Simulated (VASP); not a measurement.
Mo:

```xyz
1
Lattice="2.7355 0.0000 0.0000 -1.3678 2.3690 0.0000 0.0000 0.0000 2.5552" Properties=species:S:1:pos:R:3 pbc="T T T"
Mo    0.0000    0.0000    1.2776
```

```yaml
Program: VASP 6.6.1
Task: relaxation of cell and atoms
Functional: r2SCAN
Potentials_or_basis: VASP PAW PBE potentials, release 64 (Mo_sv)
Cutoff: 600 eV
k_mesh: 12 × 12 × 11
Occupations: fermi-dirac, width 0.1 eV
Spin: no spin polarisation
```

At the start: pressure 0.9 GPa; volume 16.56 Å³/atom.

Task: Where does the relaxation end?

Result: Over 5 steps the energy falls by 7.5 meV/atom and the volume is 16.58 Å³/atom (+0.1 %); space group P6/mmm (No. 191, to 0.05 Å).

Step by step:
| step | energy change (eV) | largest force (eV/Å) | pressure (GPa) | volume (Å³) |
| --- | --- | --- | --- | --- |
| 1 | 0.0000 | 0.0000 | 0.88 | 16.56 |
| 2 | -0.0057 | 0.0000 | -2.42 | 16.77 |
| 3 | -0.0068 | 0.0000 | -1.58 | 16.71 |
| 4 | -0.0054 | 0.0000 | 2.80 | 16.37 |
| 5 | -0.0075 | 0.0000 | 0.02 | 16.58 |

Final structure:
```yaml
crystal:
  lattice:
    - [2.76446, 0.00000, 0.00000]
    - [-1.38223, 2.39409, 0.00000]
    - [0.00000, 0.00000, 2.50503]
  atoms:
    - { symbol: Mo, position: [0.00000, 0.00000, 0.50000] }
```

Caveat: the PAW data sets were made with another functional, which shifts forces and pressure a little.
